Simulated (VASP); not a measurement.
A run of VASP 6.6.1:

Contents of INCAR:

```
PREC = Accurate
ENCUT = 520
EDIFF = 1E-6
ISMEAR = -1
SIGMA = 0.03
LREAL = F
LASPH = T
NELM = 150
ALGO = Normal
ISIF = 2
LWAVE = F
LCHARG = F
ISPIN = 2
MAGMOM = 0.6 -0.6 0 0
LORBIT = 11
LMAXMIX = 4
GGA = PE
NBANDS = 25
```

Contents of KPOINTS:

```
Automatic mesh
0
Gamma
  13 13 7
```

POSCAR

```
CoSi
1.0
    2.7813340000      0.0000000000      0.0000000000
    0.0000000000      2.7813340000      0.0000000000
    0.0000000000      0.0000000000      5.5626680000
Co Si
2 2
Direct
    0.0000000000      0.0000000000      0.0000000000
    0.0000000000      0.0000000000      0.5000000000
    0.5000000000      0.5000000000      0.2500000000
    0.5000000000      0.5000000000      0.7500000000
```

Potentials or basis: VASP PAW PBE potentials, release 64 (Co, Si).

The run is started by

```console
$ cat potpaw_PBE.64/Co/POTCAR potpaw_PBE.64/Si/POTCAR > POTCAR
$ mpirun -np 1 vasp_std > vasp.out
```

Hardware: 1 thread of Oxide Virtual Turin-like Processor, on a shared host.

Question: Estimate the wall time of this run.

Answer: Run time: 4 min on 1 thread of Oxide Virtual Turin-like Processor (shared host), peak memory 0.27 GiB. Counts: scf iterations 19, k points 112.
